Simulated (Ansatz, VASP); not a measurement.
## TaAs in VASP and in Ansatz

```xyz
4
Lattice="0.0000 3.4961 0.0000 3.4961 0.0000 0.0000 1.7481 1.7481 -5.9791" Properties=species:S:1:pos:R:3 pbc="T T T"
Ta    0.0000    0.0000    0.0000
Ta    1.7481    3.4961   -2.9896
As    1.7481    1.7481    0.0000
As    3.4961    1.7481   -2.9896
```

Alike in both runs: task single point; functional r2SCAN; k mesh 10 × 10 × 10; occupations gaussian, width 0.1032 eV; no spin polarisation.

|  | VASP | Ansatz |
| --- | --- | --- |
| version | VASP 6.6.1 | Ansatz 0.2.0 |
| potentials or method | VASP PAW PBE potentials, release 64 (Ta_pv, As), cutoff 520 eV | PAW plane waves |
| valence electrons in the cell | 32 | 56 |

VASP gave:

```
pressure (GPa)                                                : 7.3
traceless stress, the component that is largest in VASP (GPa) : -21.26
```

Question: Which values does Ansatz return?

Answer: Pressure (GPa): 7.0; traceless stress, the component that is largest in VASP (GPa): -21.12.

VASP's potentials were made for PBE, not for r2SCAN. VASP's potentials hold 32 valence electrons a cell and Ansatz's 56, so a difference there can come from the potentials and not from the codes.

Spin-orbit coupling is off throughout.
